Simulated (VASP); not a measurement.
# InAs (zincblende type) (F-43m) in VASP: further runs

Runs on InAs (zincblende type). Level: LDA. Tasks: single point.

Program: VASP 6.6.1. These are calculated values, not measurements. Logs are shortened: lines on timing, memory, paths and dates and some standing lists are left out, and cuts for length are marked.

### Step 1. The cell of the first run

The structure is cubic, space group F-43m (No. 216). Conventional cell: a = 4.938 Å, b = 4.938 Å, c = 4.938 Å, α = 90.00°, β = 90.00°, γ = 90.00°. Within 2.8 Å of In (site symmetry -43m) lie 4 As at 2.14 Å. Within 2.8 Å of As (site symmetry -43m) lie 4 In at 2.14 Å.

### Step 2. Single point, LDA (volume scaled by 0.55)

Input file INCAR:

```
SYSTEM = InAs
PREC = Accurate ; ENCUT = 520
EDIFF = 1E-7 ; ISMEAR = -1
SIGMA = 0.08 ; LREAL = .False.
LASPH = .True. ; NELM = 80
ALGO = Normal ; ISIF = 2
LWAVE = .False. ; LCHARG = .False.
NBANDS = 16
```

Input file KPOINTS:

```
Automatic mesh
0
Gamma
  11 11 11
  0 0 0
```

Input file POSCAR:

```
InAs
1.0
    0.0000000000      2.4689768398      2.4689768398
    2.4689768398      0.0000000000      2.4689768398
    2.4689768398      2.4689768398      0.0000000000
In As
1 1
Direct
    0.0000000000      0.0000000000      0.0000000000
    0.2500000000      0.2500000000      0.2500000000
```

Potentials or basis: VASP PAW LDA potentials, release 64 (In_d, As).

On the command line:

```console
$ cat potpaw_LDA.64/In_d/POTCAR potpaw_LDA.64/As/POTCAR > POTCAR
$ mpirun -np 1 vasp_std > vasp.out
```

OUTCAR:

```text
SYSTEM = InAs
   PREC = Accurate
   ENCUT = 520
   EDIFF = 1E-7
   ISMEAR = -1
   LREAL = .False.
   LASPH = .True.
   NELM = 80
   ISIF = 2

 ion  position               nearest neighbor table
   1  0.000  0.000  0.000-   2 2.14   2 2.14   2 2.14   2 2.14
   2  0.250  0.250  0.250-   1 2.14   1 2.14   1 2.14   1 2.14

  LATTYP: Found a face centered cubic cell.
 ALAT       =     4.9379536796

  Lattice vectors:

 A1 = (   0.0000000000,   2.4689768398,   2.4689768398)
 A2 = (   2.4689768398,   0.0000000000,   2.4689768398)
 A3 = (   2.4689768398,   2.4689768398,   0.0000000000)

Analysis of symmetry for initial positions (statically):
=====================================================================
 Subroutine PRICEL returns:
 Original cell was already a primitive cell.

 Routine SETGRP: Setting up the symmetry group for a
 face centered cubic supercell.

 Subroutine GETGRP returns: Found 24 space group operations
 (whereof 24 operations were pure point group operations)
 out of a pool of 48 trial point group operations.

The static configuration has the point symmetry T_d .

Analysis of symmetry for dynamics (positions and initial velocities):
=====================================================================
 Subroutine PRICEL returns:
 Original cell was already a primitive cell.

 Routine SETGRP: Setting up the symmetry group for a
 face centered cubic supercell.

 Subroutine GETGRP returns: Found 24 space group operations
 (whereof 24 operations were pure point group operations)
 out of a pool of 48 trial point group operations.

The dynamic configuration has the point symmetry T_d .

 Subroutine INISYM returns: Found 24 space group operations
 (whereof 24 operations are pure point group operations),
 and found     1 'primitive' translations

----------------------------------------------------------------------------------------

                                     Primitive cell

  volume of cell :      30.1010

  direct lattice vectors                    reciprocal lattice vectors
     0.000000000  2.468976840  2.468976840    -0.202513038  0.202513038  0.202513038
     2.468976840  0.000000000  2.468976840     0.202513038 -0.202513038  0.202513038
     2.468976840  2.468976840  0.000000000     0.202513038  0.202513038 -0.202513038

  length of vectors
     3.491660532  3.491660532  3.491660532     0.350762871  0.350762871  0.350762871

  position of ions in fractional coordinates (direct lattice)
     0.000000000  0.000000000  0.000000000
[... 72 lines left out ...]
   ISPIN  =      1    spin polarized calculation?
   LNONCOLLINEAR =      F non collinear calculations
   LSORBIT =      F    spin-orbit coupling
   LASPH  =      T    aspherical Exc in radial PAW
   ENCUT  =  520.0 eV  38.22 Ry    6.18 a.u.   6.49  6.49  6.49*2*pi/ulx,y,z
   NELM   =     80;   NELMIN=  2; NELMDL= -5     # of ELM steps
   EDIFF  = 0.1E-06   stopping-criterion for ELM
   LREAL  =      F    real-space projection
   EDIFFG = 0.1E-05   stopping-criterion for IOM
   NSW    =      0    number of steps for IOM
   IBRION =     -1    ionic relax: 0-MD 1-quasi-New 2-CG
   NFREE  =      0    steps in history (QN), initial steepest desc. (CG)
   ISIF   =      2    stress and relaxation
   ISYM   =      2    0-nonsym 1-usesym 2-fastsym
   POTIM  = 0.5000    time-step for ionic-motion
   TEBEG  =    0.0;   TEEND  =   0.0 temperature during run
   PSTRESS=    0.0 pullay stress
   NELECT =      18.0000    total number of electrons
   NUPDOWN=      -1.0000    fix difference up-down
   EMIN   =  10.00;   EMAX   =-10.00  energy-range for DOS
   EFERMI =   0.00;   METHOD = LEGACY
   ISMEAR =    -1;   SIGMA  =   0.08  broadening in eV -4-tet -1-fermi 0-gaus
   EFERMI_NEDOS =   21; number of points for ismear=-14 and -15
   IALGO  =     38    algorithm
   IMIX   =      4    mixing-type and parameters
     AMIX     =   0.40;   BMIX     =  1.00
     AMIX_MAG =   1.60;   BMIX_MAG =  1.00
  volume/ion in A,a.u.               =      15.05       101.57
  Fermi-wavevector in a.u.,A,eV,Ry     =   1.379236  2.606379 25.882261  1.902293
  Thomas-Fermi vector in A             =   2.504224
   LORBIT       =      0    0 simple, 1 ext, 2 COOP (PROOUT), +10 PAW based schemes
   GGA     = CA    functional components
   LHFCALC =     F    Hartree Fock is set to
   AEXX    =    0.0000 exact exchange contribution
   IVDW    =     0    specifies the selected vdW correction
   LEPSILON=     F    determine dielectric tensor
   LRPA    =     F    only Hartree local field effects (RPA)
 non-spin polarized calculation
  energy-cutoff  :      520.00
  volume of cell :       30.10
 maximum number of plane-waves:       869
 NGX is ok and might be reduce to    28
   NGX = 13   NGY = 13   NGZ = 13

 number of electron      18.0000006 magnetization

 Free energy of the ion-electron system (eV)
  ---------------------------------------------------
  ext. energy  EPLUGINS =         0.00000000
  ---------------------------------------------------
  free energy    TOTEN  =        -2.65385664 eV

  energy without entropy =       -2.65185921  energy(sigma->0) =       -2.65285792

 E-fermi :  13.4376     XC(G=0): -12.3038

 val. band max:       13.4103567126   @ k =   0.4545   0.4545   0.0000
 cond. band min:      13.5443112096   @ k =   0.0000   0.0000   0.0000
 fundamental gap:      0.1339544970
 Fermi energy:        13.4376004523

 k-point     1 :       0.0000    0.0000    0.0000
  band No.  band energies     occupation
      1      -4.5893      2.00000
      2      -4.2727      2.00000
      3      -4.2727      2.00000
      4      -4.2727      2.00000
      5      -3.5942      2.00000
      6      -3.5942      2.00000
[... 433 lines left out ...]
      3      -4.1122      2.00000
      4      -3.6433      2.00000
      5      -3.6068      2.00000
      6      -2.3018      2.00000
[... 8 lines left out ...]
     15      25.2546      0.00000
     16      25.9290      0.00000

 [... further k-points ...]
[... 5 lines left out ...]
  --------------------------------------------------------------------------------------
  -------------------------------------------------------------------------------------
  Total       26.8530377     26.8530377     26.8530377     -0.0000000     -0.0000000      0.0000000
  in kB     1429.2985730   1429.2985730   1429.2985730     -0.0000000     -0.0000000      0.0000000
  external PRESSURE =    1429.2985730 kB  Pullay stress =       0.0000000 kB

 VOLUME and BASIS-vectors are now :
 -----------------------------------------------------------------------------
  energy-cutoff  :      520.00
  volume of cell :       30.10
      direct lattice vectors                 reciprocal lattice vectors
     0.000000000  2.468976840  2.468976840    -0.202513038  0.202513038  0.202513038
     2.468976840  0.000000000  2.468976840     0.202513038 -0.202513038  0.202513038
     2.468976840  2.468976840  0.000000000     0.202513038  0.202513038 -0.202513038

 POSITION                                       TOTAL-FORCE (eV/Angst)
 -----------------------------------------------------------------------------------
      0.00000      0.00000      0.00000        -0.000000     -0.000000     -0.000000
      1.23449      1.23449      1.23449         0.000000      0.000000      0.000000
 -----------------------------------------------------------------------------------
    total drift:                               -0.000001     -0.000001     -0.000001

  FREE ENERGIE OF THE ION-ELECTRON SYSTEM (eV)
  ---------------------------------------------------
  free  energy   TOTEN  =        -2.6538566387 eV

  energy  without entropy=       -2.6518592051  energy(sigma->0) =       -2.65285792
```

OSZICAR:

```text
N       E                     dE             d eps       ncg     rms          rms(c)
DAV:   1     0.125620610271E+03    0.12562E+03   -0.87349E+03  1832   0.150E+03
DAV:   2     0.379977944572E+01   -0.12182E+03   -0.11601E+03  1968   0.342E+02
DAV:   3    -0.344611532930E+01   -0.72459E+01   -0.72080E+01  2208   0.781E+01
DAV:   4    -0.359484344885E+01   -0.14873E+00   -0.14869E+00  2280   0.111E+01
DAV:   5    -0.360115829298E+01   -0.63148E-02   -0.63148E-02  2472   0.215E+00    0.131E+01
DAV:   6    -0.286724676244E+01    0.73391E+00   -0.51359E-01  2696   0.188E+01    0.637E+00
DAV:   7    -0.266388025642E+01    0.20337E+00   -0.38751E-01  2480   0.881E+00    0.117E+00
DAV:   8    -0.265648858620E+01    0.73917E-02   -0.44539E-02  2200   0.255E+00    0.111E+00
DAV:   9    -0.265402906281E+01    0.24595E-02   -0.32307E-03  2408   0.404E-01    0.491E-01
DAV:  10    -0.265393631935E+01    0.92743E-04   -0.78266E-04  2472   0.846E-01    0.268E-01
DAV:  11    -0.265387275076E+01    0.63569E-04   -0.15240E-04  2376   0.250E-01    0.137E-01
DAV:  12    -0.265385631060E+01    0.16440E-04   -0.32180E-05  2240   0.596E-02    0.129E-02
DAV:  13    -0.265385664084E+01   -0.33024E-06   -0.31298E-06  2264   0.112E-02    0.585E-03
DAV:  14    -0.265385663873E+01    0.21146E-08   -0.41472E-08  1624   0.237E-03
   1 F= -.26538566E+01 E0= -.26528579E+01  d E =-.199743E-02
```

stdout:

```text
POSCAR found type information on POSCAR InAs
 POSCAR found :  2 types and       2 ions
 scaLAPACK will be used
 LDA part: xc-table for (Slater(with rela. corr.)+CA(PZ))
 , standard interpolation
 POSCAR, INCAR and KPOINTS ok, starting setup
 FFT: planning ... GRIDC
 FFT: planning ... GRID_SOFT
 FFT: planning ... GRID
 WAVECAR not read
 entering main loop
```

Wall time 22 s (1 thread of Intel Xeon Platinum 8559C (Emerald Rapids), shared host); peak memory 0.15 GiB.

Results:

```
Free energy            : -2.6539 eV
Pressure               : 142.9 GPa
Band gap on the k mesh : zero (band 9 reaches 13.54 eV, above the bottom of band 10 at 13.41 eV)
```

Caveat: spin-orbit coupling is left out, which moves the levels of the heavy elements.

### Step 3. Single point, LDA (volume scaled by 0.64)

Input file INCAR:

```
ALGO     = Normal         # electronic algorithm
EDIFF    = 1E-6           # SCF threshold, eV
ENCUT    = 520            # plane-wave cutoff, eV
ISIF     = 2              # what is computed and relaxed
ISMEAR   = -1             # smearing method
LASPH    = True           # aspherical terms in the spheres
LCHARG   = False          # write CHGCAR
LREAL    = False          # projectors in reciprocal space
LWAVE    = False          # write WAVECAR
NBANDS   = 16             # bands
NELM     = 100            # most SCF steps
PREC     = Accurate       # precision mode
SIGMA    = 0.08           # smearing width, eV
```

Input file KPOINTS:

```
k-points
0
Gamma
  11 11 11
```

Input file POSCAR:

```
InAs
1.0
    0.0000000000      2.5969052890      2.5969052890
    2.5969052890      0.0000000000      2.5969052890
    2.5969052890      2.5969052890      0.0000000000
In As
1 1
Direct
    0.0000000000      0.0000000000      0.0000000000
    0.2500000000      0.2500000000      0.2500000000
```

Potentials or basis: VASP PAW LDA potentials, release 64 (In_d, As).

On the command line:

```console
$ cat potpaw_LDA.64/In_d/POTCAR potpaw_LDA.64/As/POTCAR > POTCAR
$ mpirun -np 1 vasp_std > vasp.out
```

Run time: 20 s. Hardware: 1 thread of Intel Xeon Platinum 8559C (Emerald Rapids), shared host; peak memory 0.15 GiB.

Results (log left out):

| Property | Result |
| --- | --- |
| Free energy | -5.9146 eV |
| Pressure | 76.1 GPa |
| Band gap on the k mesh | 0.37 eV, indirect (least direct gap 1.68 eV) |

Levels at points of the mesh, in eV from the valence-band top:
| k point | band 7 | band 8 | band 9 | band 10 | band 11 | band 12 |
| --- | --- | --- | --- | --- | --- | --- |
| (0.00, 0.00, 0.00) | 0.00 | 0.00 | 0.00 | 1.68 | 3.66 | 3.66 |

Caveat: spin-orbit coupling is left out, which moves the levels of the heavy elements. A k mesh can miss the band edges.
